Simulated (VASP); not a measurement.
A run of VASP 6.6.1 is set up as follows.

Contents of INCAR:

```
PREC = Accurate
ENCUT = 500
EDIFF = 1E-6
ISMEAR = 0
SIGMA = 0.02
LREAL = False
LASPH = True
NELM = 120
ALGO = Normal
ISIF = 2
LWAVE = False
LCHARG = False
GGA = PS
NBANDS = 11
GGA_COMPAT = False
```

KPOINTS

```
Automatic mesh
0
Gamma
  10 10 10
```

The input POSCAR:

```
BP
1.0
    0.0000000000      2.2600223687      2.2600223687
    2.2600223687      0.0000000000      2.2600223687
    2.2600223687      2.2600223687      0.0000000000
B P
1 1
Direct
    0.0000000000      0.0000000000      0.0000000000
    0.2500000000      0.2500000000      0.2500000000
```

Potentials or basis: VASP PAW PBE potentials, release 64 (B, P).

Launch:

```bash
$ cat potpaw_PBE.64/B/POTCAR potpaw_PBE.64/P/POTCAR > POTCAR
$ mpirun -np 1 vasp_std > vasp.out
```

Q: Estimate the pressure.

A: 0.1 GPa.

Q: Predict the band gap on the k mesh.

A: 1.12 eV, indirect (least direct gap 3.37 eV).

Caveat: the PAW data sets were made with another functional, which shifts forces and pressure a little. A k mesh can miss the band edges.
